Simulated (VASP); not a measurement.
# ZnSn (R-3m) in VASP: notebook, part 2 of 2

VASP 6.6.1. The steps go on from the part before.

## Step 3: Single point, PBE

The input, INCAR:

```
  ALGO = Normal
  EDIFF = 1E-7
  ENCUT = 520
  GGA = PE
  ISIF = 2
  ISMEAR = -1
  LASPH = T
  LCHARG = F
  LREAL = F
  LWAVE = F
  NBANDS = 20
  NELM = 60
  PREC = Accurate
  SIGMA = 0.1
```

The input, KPOINTS:

```
k-points
0
Gamma
  6 6 6
```

The input, POSCAR:

```
ZnSn
1.0
    3.3196150000      0.0000000000      0.0000000000
   -1.6598080000      2.8748780000      0.0000000000
   -1.6598080000      0.9582930000      4.0791950000
Sn Zn
1 1
Direct
    0.5000000000      0.5000000000      0.5000000000
    0.0000000000      0.0000000000      0.0000000000
```

Potentials or basis: VASP PAW PBE potentials, release 64 (Sn_d, Zn).

The run is started by

```sh
$ cat potpaw_PBE.64/Sn_d/POTCAR potpaw_PBE.64/Zn/POTCAR > POTCAR
$ mpirun -np 1 vasp_std > vasp.out
```

OUTCAR:

```text
EDIFF = 1E-7
   ENCUT = 520
   GGA = PE
   ISIF = 2
   ISMEAR = -1
   LASPH = T
   LREAL = F
   NELM = 60
   PREC = Accurate

 ion  position               nearest neighbor table
   1  0.500  0.500  0.500-   2 2.80   2 2.80   2 2.80   2 2.80   2 2.80   2 2.80
   2  0.000  0.000  0.000-   1 2.80   1 2.80   1 2.80   1 2.80   1 2.80   1 2.80

  LATTYP: Found a trigonal (rhomboedric) cell.
 ALAT       =     4.5070078676
 COS(alpha) =     0.7287496100

  Lattice vectors:

 A1 = (  -1.6598080000,   0.9582930000,   4.0791950000)
 A2 = (  -0.0000000000,  -1.9165850000,   4.0791950000)
 A3 = (   1.6598070000,   0.9582930000,   4.0791950000)

Analysis of symmetry for initial positions (statically):
=====================================================================
 Subroutine PRICEL returns:
 Original cell was already a primitive cell.

 Routine SETGRP: Setting up the symmetry group for a
 trigonal (rhombohedral) supercell.

 Subroutine GETGRP returns: Found 12 space group operations
 (whereof 12 operations were pure point group operations)
 out of a pool of 12 trial point group operations.

The static configuration has the point symmetry D_3d.

Analysis of symmetry for dynamics (positions and initial velocities):
=====================================================================
 Subroutine PRICEL returns:
 Original cell was already a primitive cell.

 Routine SETGRP: Setting up the symmetry group for a
 trigonal (rhombohedral) supercell.

 Subroutine GETGRP returns: Found 12 space group operations
 (whereof 12 operations were pure point group operations)
 out of a pool of 12 trial point group operations.

The dynamic configuration has the point symmetry D_3d.

 Subroutine INISYM returns: Found 12 space group operations
 (whereof 12 operations are pure point group operations),
 and found     1 'primitive' translations
[... 102 lines left out ...]
   ISYM   =      2    0-nonsym 1-usesym 2-fastsym
   POTIM  = 0.5000    time-step for ionic-motion
   TEBEG  =    0.0;   TEEND  =   0.0 temperature during run
   PSTRESS=    0.0 pullay stress
   NELECT =      26.0000    total number of electrons
   NUPDOWN=      -1.0000    fix difference up-down
   EMIN   =  10.00;   EMAX   =-10.00  energy-range for DOS
   EFERMI =   0.00;   METHOD = LEGACY
   ISMEAR =    -1;   SIGMA  =   0.10  broadening in eV -4-tet -1-fermi 0-gaus
   EFERMI_NEDOS =   21; number of points for ismear=-14 and -15
   IALGO  =     38    algorithm
   IMIX   =      4    mixing-type and parameters
     AMIX     =   0.40;   BMIX     =  1.00
     AMIX_MAG =   1.60;   BMIX_MAG =  1.00
  volume/ion in A,a.u.               =      19.46       131.36
  Fermi-wavevector in a.u.,A,eV,Ry     =   1.430997  2.704192 27.861366  2.047753
  Thomas-Fermi vector in A             =   2.550782
   LORBIT       =      0    0 simple, 1 ext, 2 COOP (PROOUT), +10 PAW based schemes
   GGA     = PE    functional components
[... 5 lines left out ...]
 non-spin polarized calculation
  energy-cutoff  :      520.00
  volume of cell :       38.93
 maximum number of plane-waves:      1064
 NGX is ok and might be reduce to    28
   NGX = 13   NGY = 13   NGZ = 17

 number of electron      26.0000003 magnetization

 Free energy of the ion-electron system (eV)
  ---------------------------------------------------
  ext. energy  EPLUGINS =         0.00000000
  ---------------------------------------------------
  free energy    TOTEN  =        -4.51507369 eV

  energy without entropy =       -4.48557394  energy(sigma->0) =       -4.50032382

 E-fermi :   7.1944     XC(G=0): -11.1888

 val. band max:        7.1796718114   @ k =  -0.3333   0.1667  -0.0000
 cond. band min:       7.2651009124   @ k =   0.3333   0.1667   0.0000
 fundamental gap:      0.0854291010
 Fermi energy:         7.1944195617

 k-point     1 :       0.0000    0.0000    0.0000
  band No.  band energies     occupation
      1     -14.4016      2.00000
      2     -14.4016      2.00000
      3     -14.3569      2.00000
      4     -14.2668      2.00000
      5     -14.2668      2.00000
      6      -4.4938      2.00000
[... 541 lines left out ...]
     19      17.2661      0.00000
     20      18.5432      0.00000

 [... further k-points ...]

------------------------ aborting loop because EDIFF is reached ----------------------------------------

  FORCE on cell =-STRESS in cart. coord.  units (eV):
  Direction    XX          YY          ZZ          XY          YZ          ZX
  --------------------------------------------------------------------------------------
  -------------------------------------------------------------------------------------
  Total        3.0807151      3.0807303      1.5339435     -0.0000005      0.0000001     -0.0000001
  in kB      126.7886904    126.7893148     63.1303711     -0.0000221      0.0000052     -0.0000052
  external PRESSURE =     105.5694588 kB  Pullay stress =       0.0000000 kB

 VOLUME and BASIS-vectors are now :
 -----------------------------------------------------------------------------
  energy-cutoff  :      520.00
  volume of cell :       38.93
      direct lattice vectors                 reciprocal lattice vectors
     3.319615000  0.000000000  0.000000000     0.301239752  0.173920476  0.081715480
    -1.659808000  2.874878000  0.000000000     0.000000000  0.347840848 -0.081715498
    -1.659808000  0.958293000  4.079195000     0.000000000  0.000000000  0.245146408

 POSITION                                       TOTAL-FORCE (eV/Angst)
 -----------------------------------------------------------------------------------
     -0.00000      1.91659      2.03960         0.000000     -0.000000      0.000000
      0.00000      0.00000      0.00000        -0.000000      0.000000      0.000000
 -----------------------------------------------------------------------------------
    total drift:                               -0.000000      0.000000      0.000000

  FREE ENERGIE OF THE ION-ELECTRON SYSTEM (eV)
  ---------------------------------------------------
  free  energy   TOTEN  =        -4.5150736935 eV

  energy  without entropy=       -4.4855739446  energy(sigma->0) =       -4.50032382
```

OSZICAR:

```text
N       E                     dE             d eps       ncg     rms          rms(c)
DAV:   1     0.168413682797E+03    0.16841E+03   -0.13641E+04  1300   0.212E+03
DAV:   2     0.962139159962E+01   -0.15879E+03   -0.15537E+03  1292   0.395E+02
DAV:   3    -0.439540096566E+01   -0.14017E+02   -0.13955E+02  1448   0.111E+02
DAV:   4    -0.468570122955E+01   -0.29030E+00   -0.29021E+00  1452   0.164E+01
DAV:   5    -0.469291799760E+01   -0.72168E-02   -0.72165E-02  1476   0.259E+00    0.350E+00
DAV:   6    -0.453256221360E+01    0.16036E+00   -0.78656E-01  1476   0.166E+01    0.262E+00
DAV:   7    -0.451977287891E+01    0.12789E-01   -0.63442E-02  1468   0.390E+00    0.129E+00
DAV:   8    -0.451516784295E+01    0.46050E-02   -0.86221E-03  1816   0.120E+00    0.114E-01
DAV:   9    -0.451507233417E+01    0.95509E-04   -0.91400E-04  1812   0.443E-01    0.376E-02
DAV:  10    -0.451507494448E+01   -0.26103E-05   -0.13781E-04  1444   0.118E-01    0.115E-02
DAV:  11    -0.451507372668E+01    0.12178E-05   -0.12804E-05  1856   0.517E-02    0.509E-03
DAV:  12    -0.451507369351E+01    0.33175E-07   -0.93142E-07  1420   0.961E-03
   1 F= -.45150737E+01 E0= -.45003238E+01  d E =-.294997E-01
```

stdout:

```text
POSCAR found type information on POSCAR SnZn
 POSCAR found :  2 types and       2 ions
 scaLAPACK will be used
 LDA part: xc-table for (Slater+PW92), standard interpolation
 POSCAR, INCAR and KPOINTS ok, starting setup
 FFT: planning ... GRIDC
 FFT: planning ... GRID_SOFT
 FFT: planning ... GRID
 WAVECAR not read
 entering main loop
```

It took 24 s on 1 thread of Intel Xeon Platinum 8375C at 2.90GHz (Ice Lake), shared host; peak memory 0.18 GiB.

Results:

| Property | Result |
| --- | --- |
| Free energy | -4.5151 eV |
| Pressure | 10.6 GPa |
| Band gap on the k mesh | zero (band 13 reaches 13.79 eV, above the bottom of band 14 at 5.83 eV) |

Stress tensor (GPa, compression positive):
```
12.68  0.00  0.00
 0.00 12.68  0.00
 0.00  0.00  6.31
```

Caveat: the k points lie up to 0.37 Å⁻¹ apart; spin-orbit coupling is left out, which moves the levels of the heavy elements.

## Step 4: Single point, PBEsol

The input, INCAR:

```
SYSTEM = ZnSn
  ALGO = Normal
  EDIFF = 1E-7
  ENCUT = 520
  GGA = PS
  ISIF = 2
  ISMEAR = -1
  LASPH = .TRUE.
  LCHARG = .TRUE.
  LELF = .TRUE.
  LREAL = .FALSE.
  LVHAR = .TRUE.
  LWAVE = .FALSE.
  NBANDS = 20
  NELM = 100
  PREC = Accurate
  SIGMA = 0.1
```

The input, KPOINTS:

```
k-points
0
G
  6 6 6
  0 0 0
```

POSCAR is that of step 3.

The run is started by

```sh
$ cat potpaw_PBE.64/Sn_d/POTCAR potpaw_PBE.64/Zn/POTCAR > POTCAR
$ mpirun -np 1 vasp_std > vasp.out
```

Wall time 23 s (1 thread of Intel Xeon Platinum 8375C at 2.90GHz (Ice Lake), shared host); peak memory 0.18 GiB.

Results (log left out):

```
Free energy            : -5.5075 eV
Pressure               : 6.3 GPa
Band gap on the k mesh : zero (band 13 reaches 13.60 eV, above the bottom of band 14 at 5.65 eV)
```

Stress tensor (GPa, compression positive):
```
8.62 0.00 0.00
0.00 8.62 0.00
0.00 0.00 1.56
```

Levels at points of the mesh, in eV from the Fermi level:
| k point | band 9 | band 10 | band 11 | band 12 | band 13 | band 14 | band 15 | band 16 | band 17 | band 18 |
| --- | --- | --- | --- | --- | --- | --- | --- | --- | --- | --- |
| (0.00, 0.00, 0.00) | -7.52 | -7.44 | -7.44 | -2.51 | -0.25 | 6.06 | 6.06 | 10.00 | 10.45 | 10.45 |
| (0.50, 0.00, 0.00) | -7.56 | -7.29 | -7.13 | -5.42 | 0.40 | 1.13 | 3.78 | 5.82 | 5.87 | 5.89 |
| (0.50, 0.50, 0.00) | -7.45 | -7.28 | -5.49 | -4.99 | -2.63 | -1.08 | 1.76 | 5.87 | 9.06 | 10.95 |
| (0.00, 0.00, 0.50) | -7.56 | -7.45 | -7.45 | -7.43 | 6.59 | 6.59 | 8.15 | 8.15 | 9.65 | 10.17 |

Caveat: the k points lie up to 0.37 Å⁻¹ apart; the PAW data sets were made with another functional, which shifts forces and pressure a little; spin-orbit coupling is left out, which moves the levels of the heavy elements.
